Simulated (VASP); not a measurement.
# Al (P6_3/mmc) in VASP: a series of runs

Runs on Al. Level: PBE+D3(BJ). Tasks: single point.

Program: VASP 6.6.1. These are calculated values, not measurements. Logs are shortened: lines on timing, memory, paths and dates and some standing lists are left out, and cuts for length are marked.

## 1. The cell of the first run

The structure is hexagonal, space group P6_3/mmc (No. 194). Conventional cell: a = 2.851 Å, b = 2.851 Å, c = 9.549 Å, α = 90.00°, β = 90.00°, γ = 120.00°. Al (site symmetry -3m) has 12 Al at 2.85 to 2.90 Å within 3.8 Å. Within 3.8 Å of Al (site symmetry -6m2) lie 12 Al at 2.85 to 2.90 Å.

This isn't the form of Al at room conditions, which is fcc.

## 2. Single point, PBE+D3(BJ) (16.80 Å³/atom)

File INCAR:

```
PREC = Accurate ; ENCUT = 520
EDIFF = 1E-7 ; ISMEAR = 0
SIGMA = 0.15 ; LREAL = False
LASPH = True ; NELM = 100
ALGO = Normal ; ISIF = 2
LWAVE = False ; LCHARG = False
GGA = PE ; IVDW = 12
NBANDS = 14
```

File KPOINTS:

```
Automatic mesh
0
Gamma
  18 18 6
```

File POSCAR:

```
Al
1.0
    2.8505389676      0.0000000000      0.0000000000
   -1.4252694838      2.4686391604      0.0000000000
    0.0000000000      0.0000000000      9.5490204876
Al
4
Direct
    0.0000000000      0.0000000000      0.0000000000
    0.3333333333      0.6666666667      0.2500000000
    0.0000000000      0.0000000000      0.5000000000
    0.6666666667      0.3333333333      0.7500000000
```

Potentials or basis: VASP PAW PBE potentials, release 64 (Al).

Run with:

```
$ cat potpaw_PBE.64/Al/POTCAR > POTCAR
$ mpirun -np 1 vasp_std > vasp.out
```

OUTCAR:

```text
PREC = Accurate
   ENCUT = 520
   EDIFF = 1E-7
   ISMEAR = 0
   LREAL = False
   LASPH = True
   NELM = 100
   ISIF = 2
   GGA = PE
   IVDW = 12
 IVDW          = 12

 ion  position               nearest neighbor table
   1  0.000  0.000  0.000-   2 2.90   4 2.90   2 2.90   4 2.90   4 2.90   2 2.90
   2  0.333  0.667  0.250-   1 2.90   3 2.90   1 2.90   3 2.90   1 2.90   3 2.90
   3  0.000  0.000  0.500-   2 2.90   4 2.90   2 2.90   4 2.90   4 2.90   2 2.90
   4  0.667  0.333  0.750-   1 2.90   3 2.90   1 2.90   3 2.90   1 2.90   3 2.90

  LATTYP: Found a hexagonal cell.
 ALAT       =     2.8505389676
 C/A-ratio  =     3.3499000000

  Lattice vectors:

 A1 = (   2.8505389676,   0.0000000000,   0.0000000000)
 A2 = (  -1.4252694838,   2.4686391604,   0.0000000000)
 A3 = (   0.0000000000,   0.0000000000,   9.5490204876)

Analysis of symmetry for initial positions (statically):
=====================================================================
 Subroutine PRICEL returns:
 Original cell was already a primitive cell.

 Routine SETGRP: Setting up the symmetry group for a
 hexagonal supercell.

 Subroutine GETGRP returns: Found 24 space group operations
 (whereof 12 operations were pure point group operations)
 out of a pool of 24 trial point group operations.

The static configuration has the point symmetry D_3d.
 The point group associated with its full space group is D_6h.

Analysis of symmetry for dynamics (positions and initial velocities):
=====================================================================
 Subroutine PRICEL returns:
 Original cell was already a primitive cell.

 Routine SETGRP: Setting up the symmetry group for a
 hexagonal supercell.

 Subroutine GETGRP returns: Found 24 space group operations
 (whereof 12 operations were pure point group operations)
 out of a pool of 24 trial point group operations.

The dynamic configuration has the point symmetry D_3d.
 The point group associated with its full space group is D_6h.

 Subroutine INISYM returns: Found 24 space group operations
 (whereof 12 operations are pure point group operations),
 and found     1 'primitive' translations

----------------------------------------------------------------------------------------

                                     Primitive cell

  volume of cell :      67.1960

  direct lattice vectors                    reciprocal lattice vectors
     2.850538968  0.000000000  0.000000000     0.350810851  0.202540739  0.000000000
    -1.425269484  2.468639160  0.000000000     0.000000000  0.405081478  0.000000000
     0.000000000  0.000000000  9.549020488     0.000000000  0.000000000  0.104722783

  length of vectors
     2.850538968  2.850538968  9.549020488     0.405081478  0.405081478  0.104722783

  position of ions in fractional coordinates (direct lattice)
     0.000000000  0.000000000  0.000000000
     0.333333333  0.666666667  0.250000000
     0.000000000  0.000000000  0.500000000
     0.666666667  0.333333333  0.750000000

  ion indices of the primitive-cell ions
   primitive index   ion index
                 1           1
                 2           2
                 3           3
                 4           4

----------------------------------------------------------------------------------------

 KPOINTS: Automatic mesh

Automatic generation of k-mesh.
 Grid dimensions read from file:
 generate k-points for:   18   18    6

 Generating k-lattice:

  Cartesian coordinates                     Fractional coordinates (reciprocal lattice)
     0.019489492  0.011252263  0.000000000     0.055555556  0.000000000  0.000000000
     0.000000000  0.022504527  0.000000000     0.000000000  0.055555556  0.000000000
     0.000000000  0.000000000  0.017453797     0.000000000  0.000000000  0.166666667

  Length of vectors
     0.022504527  0.022504527  0.017453797

  Shift w.r.t. Gamma in fractional coordinates (k-lattice)
     0.000000000  0.000000000  0.000000000

 Subroutine IBZKPT returns following result:
 ===========================================

 Found    148 irreducible k-points:

 Following reciprocal coordinates:
            Coordinates               Weight
  0.000000  0.000000  0.000000      1.000000
  0.055556  0.000000  0.000000      6.000000
  0.111111  0.000000  0.000000      6.000000
  0.166667  0.000000  0.000000      6.000000
  0.222222  0.000000  0.000000      6.000000
  0.277778  0.000000  0.000000      6.000000
[... 16 lines left out ...]
  0.333333  0.111111  0.000000     12.000000
  0.388889  0.111111  0.000000     12.000000
 [... further k-points ...]
   k-points           NKPTS =    148   k-points in BZ     NKDIM =    148   number of bands    NBANDS=     14
   number of dos      NEDOS =    301   number of ions     NIONS =      4
   total plane-waves  NPLWV =  41472
   dimension x,y,z NGX =    24 NGY =   24 NGZ =   72
   dimension x,y,z NGXF=    48 NGYF=   48 NGZF=  144
   ions per type =               4
   NGX,Y,Z   is equivalent  to a cutoff of  14.00, 14.00, 12.54 a.u.
   NGXF,Y,Z  is equivalent  to a cutoff of  27.99, 27.99, 25.07 a.u.
 SYSTEM =  unknown system
   PREC   = accura    normal or accurate (medium, high low for compatibility)
   ISTART =      0    job   : 0-new  1-cont  2-samecut
   ICHARG =      2    charge: 1-file 2-atom 10-const
   ISPIN  =      1    spin polarized calculation?
   LNONCOLLINEAR =      F non collinear calculations
   LSORBIT =      F    spin-orbit coupling
   LASPH  =      T    aspherical Exc in radial PAW
   ENCUT  =  520.0 eV  38.22 Ry    6.18 a.u.   5.30  5.30 17.75*2*pi/ulx,y,z
   NELM   =    100;   NELMIN=  2; NELMDL= -5     # of ELM steps
   EDIFF  = 0.1E-06   stopping-criterion for ELM
   LREAL  =      F    real-space projection
   EDIFFG = 0.1E-05   stopping-criterion for IOM
   NSW    =      0    number of steps for IOM
   IBRION =     -1    ionic relax: 0-MD 1-quasi-New 2-CG
   NFREE  =      0    steps in history (QN), initial steepest desc. (CG)
   ISIF   =      2    stress and relaxation
   ISYM   =      2    0-nonsym 1-usesym 2-fastsym
   POTIM  = 0.5000    time-step for ionic-motion
   TEBEG  =    0.0;   TEEND  =   0.0 temperature during run
   PSTRESS=    0.0 pullay stress
   NELECT =      12.0000    total number of electrons
   NUPDOWN=      -1.0000    fix difference up-down
   EMIN   =  10.00;   EMAX   =-10.00  energy-range for DOS
   EFERMI =   0.00;   METHOD = LEGACY
   ISMEAR =     0;   SIGMA  =   0.15  broadening in eV -4-tet -1-fermi 0-gaus
   EFERMI_NEDOS =   21; number of points for ismear=-14 and -15
   IALGO  =     38    algorithm
   IMIX   =      4    mixing-type and parameters
     AMIX     =   0.40;   BMIX     =  1.00
     AMIX_MAG =   1.60;   BMIX_MAG =  1.00
  volume/ion in A,a.u.               =      16.80       113.37
  Fermi-wavevector in a.u.,A,eV,Ry     =   0.921908  1.742153 11.563779  0.849914
  Thomas-Fermi vector in A             =   2.047376
   LORBIT       =      0    0 simple, 1 ext, 2 COOP (PROOUT), +10 PAW based schemes
   GGA     = PE    functional components
   LHFCALC =     F    Hartree Fock is set to
   AEXX    =    0.0000 exact exchange contribution
   IVDW    =    12    specifies the selected vdW correction
   LEPSILON=     F    determine dielectric tensor
   LRPA    =     F    only Hartree local field effects (RPA)
 non-spin polarized calculation
 Gauss-broadening in eV      SIGMA  =   0.15
  energy-cutoff  :      520.00
  volume of cell :       67.20
 maximum number of plane-waves:      1832
 NGX is ok and might be reduce to    24
   NGX = 11   NGY = 11   NGZ = 35

 number of electron      12.0000000 magnetization

 Free energy of the ion-electron system (eV)
  ---------------------------------------------------
  ext. energy  EPLUGINS =         0.00000000
  ---------------------------------------------------
  free energy    TOTEN  =       -14.93434492 eV

  energy without entropy =      -14.91487126  energy(sigma->0) =      -14.92460809

 E-fermi :   7.8104     XC(G=0): -10.1323

 val. band max:        7.8057593754   @ k =   0.4444   0.0556   0.3333
 cond. band min:       7.8219143971   @ k =   0.3333   0.0556   0.1667
 fundamental gap:      0.0161550217
 Fermi energy:         7.8104255976

 k-point     1 :       0.0000    0.0000    0.0000
  band No.  band energies     occupation
      1      -3.1987      2.00000
      2      -1.5872      2.00000
      3      -1.5815      2.00000
      4       3.1496      2.00000
      5       3.1664      2.00000
      6      10.7531      0.00000
      7      10.7623      0.00000
      8      18.7276      0.00000
      9      18.7276      0.00000
     10      18.9058      0.00000
     11      18.9058      0.00000
     12      19.6378      0.00000
     13      19.8583      0.00000
     14      19.8594      0.00000

 k-point     2 :       0.0556    0.0000    0.0000
  band No.  band energies     occupation
      1      -3.1237      2.00000
      2      -1.5130      2.00000
      3      -1.5074      2.00000
      4       3.2231      2.00000
      5       3.2361      2.00000
      6      10.8157      0.00000
      7      10.8265      0.00000
      8      17.1081      0.00000
      9      17.7252      0.00000
     10      18.3940      0.00000
     11      18.4852      0.00000
     12      18.9783      0.00000
     13      19.0570      0.00000
     14      19.0843      0.00000
[... 343 lines left out ...]
      1       0.6470      2.00000
      2       2.2140      2.00000
      3       2.2148      2.00000
      4       5.6721      2.00000
      5       6.6787      2.00000
      6       6.8867      2.00000
      7       7.5013      1.99644
      8       7.6259      1.91815
      9      10.7399      0.00000
     10      11.7589      0.00000
     11      12.0114      0.00000
     12      12.4129      0.00000
     13      12.7141      0.00000
     14      14.5450      0.00000

 k-point    24 :       0.3889    0.1111    0.0000
  band No.  band energies     occupation
      1       1.7358      2.00000
      2       3.2743      2.00000
      3       3.2813      2.00000
      4       4.2995      2.00000
      5       5.8674      2.00000
      6       5.8928      2.00000
      7       7.8891      0.45842
      8       8.0610      0.01817
      9      10.1286      0.00000
     10      10.3900      0.00000
     11      11.2095      0.00000
     12      12.2012      0.00000
     13      12.4027      0.00000
     14      15.3959      0.00000

 [... further k-points ...]

------------------------ aborting loop because EDIFF is reached ----------------------------------------

 Edisp (eV)   -1.32040

 E8    (eV) :    -0.5903

  FORCE on cell =-STRESS in cart. coord.  units (eV):
  Direction    XX          YY          ZZ          XY          YZ          ZX
  --------------------------------------------------------------------------------------
  -------------------------------------------------------------------------------------
  Total      -1.57212    -1.57212    -2.32114     0.00000     0.00000     0.00000
  in kB     -37.48456   -37.48456   -55.34370     0.00000     0.00000     0.00000
  external pressure =      -43.44 kB  Pullay stress =        0.00 kB

 VOLUME and BASIS-vectors are now :
 -----------------------------------------------------------------------------
  energy-cutoff  :      520.00
  volume of cell :       67.20
      direct lattice vectors                 reciprocal lattice vectors
     2.850538968  0.000000000  0.000000000     0.350810851  0.202540739  0.000000000
    -1.425269484  2.468639160  0.000000000     0.000000000  0.405081478  0.000000000
     0.000000000  0.000000000  9.549020488     0.000000000  0.000000000  0.104722783

 POSITION                                       TOTAL-FORCE (eV/Angst)
 -----------------------------------------------------------------------------------
      0.00000      0.00000      0.00000         0.000000      0.000000      0.000000
     -0.00000      1.64576      2.38726        -0.000000      0.000000      0.000000
      0.00000      0.00000      4.77451         0.000000      0.000000      0.000000
      1.42527      0.82288      7.16177         0.000000     -0.000000      0.000000
 -----------------------------------------------------------------------------------
    total drift:                               -0.000000      0.000000      0.000000

  FREE ENERGIE OF THE ION-ELECTRON SYSTEM (eV)
  ---------------------------------------------------
  free  energy   TOTEN  =       -16.2547475074 eV

  energy  without entropy=      -16.2352738479  energy(sigma->0) =      -16.24501068
```

Run time: 100 s. Hardware: 1 thread of Intel Xeon Platinum 8488C (Sapphire Rapids), shared host; peak memory 0.25 GiB.

What came out:

```yaml
Free_energy: -16.2547 eV
Pressure: -4.3 GPa
Band_gap_on_the_k_mesh: zero (bands 6 and 7 overlap by 5.04 eV)
Dispersion_energy_per_atom: -0.330 eV
```

Stress tensor (GPa, compression positive):
```
-3.75  0.00  0.00
 0.00 -3.75  0.00
 0.00  0.00 -5.53
```

Levels at points of the mesh, in eV from the Fermi level:
| k point | band 4 | band 5 | band 6 | band 7 | band 8 | band 9 |
| --- | --- | --- | --- | --- | --- | --- |
| (0.00, 0.00, 0.00) | -4.66 | -4.64 | 2.94 | 2.95 | 10.92 | 10.92 |
| (0.50, 0.00, 0.00) | -3.76 | -3.25 | -3.17 | 0.83 | 1.05 | 1.29 |
| (0.00, 0.00, 0.50) | -7.40 | -1.19 | -1.19 | 7.64 | 7.64 | 11.22 |
| (0.50, 0.00, 0.50) | -4.64 | -1.84 | -1.84 | -1.21 | -1.21 | 4.27 |

Caveat: the cell stands under tension.

## 3. Single point, PBE+D3(BJ) (16.80 Å³/atom)

File INCAR:

```
SYSTEM = Al
ALGO     = Fast           ! electronic algorithm
EDIFF    = 1E-7           ! SCF threshold, eV
ENCUT    = 520            ! plane-wave cutoff, eV
GGA      = PE             ! functional
ISIF     = 2              ! what is computed and relaxed
ISMEAR   = 0              ! smearing method
IVDW     = 12             ! dispersion correction
LASPH    = .TRUE.         ! aspherical terms in the spheres
LCHARG   = .FALSE.        ! write CHGCAR
LREAL    = .FALSE.        ! projectors in reciprocal space
LWAVE    = .FALSE.        ! write WAVECAR
NBANDS   = 14             ! bands
NELM     = 100            ! most SCF steps
PREC     = Accurate       ! precision mode
SIGMA    = 0.15           ! smearing width, eV
```

File KPOINTS:

```
k-points
0
G
  18 18 6
  0 0 0
```

File POSCAR:

```
Al
1.0
    2.8127066009      0.0000000000      0.0000000000
   -1.4063533005      2.4358753698      0.0000000000
    0.0000000000      0.0000000000      9.8076266468
Al
4
Direct
    0.0000000000      0.0000000000      0.0000000000
    0.3333333333      0.6666666667      0.2500000000
    0.0000000000      0.0000000000      0.5000000000
    0.6666666667      0.3333333333      0.7500000000
```

Potentials or basis: VASP PAW PBE potentials, release 64 (Al).

Run with:

```
$ cat potpaw_PBE.64/Al/POTCAR > POTCAR
$ mpirun -np 1 vasp_std > vasp.out
```

Wall time 1.8 min (1 thread of Intel Xeon Platinum 8488C (Sapphire Rapids), shared host); peak memory 0.27 GiB.

Results (log left out):

- Free energy: -16.2268 eV
- Pressure: -3.9 GPa
- Band gap on the k mesh: zero (bands 6 and 7 overlap by 4.47 eV)
- Dispersion energy per atom: -0.330 eV

Stress tensor (GPa, compression positive):
```
-2.83  0.00  0.00
 0.00 -2.83  0.00
 0.00  0.00 -6.18
```

Levels at points of the mesh, in eV from the Fermi level:
```tsv
k point	band 4	band 5	band 6	band 7	band 8	band 9
(0.00, 0.00, 0.00)	-5.12	-4.81	2.26	2.27	11.07	11.56
(0.50, 0.00, 0.00)	-3.71	-3.13	-3.09	0.74	0.85	1.12
(0.00, 0.00, 0.50)	-7.58	-1.67	-1.67	6.75	6.75	11.86
(0.50, 0.00, 0.50)	-4.51	-1.85	-1.85	-1.22	-1.22	3.93
```

Caveat: the cell stands under tension.

The gap in the log of VASP goes by the Fermi energy; the results here count the filled bands.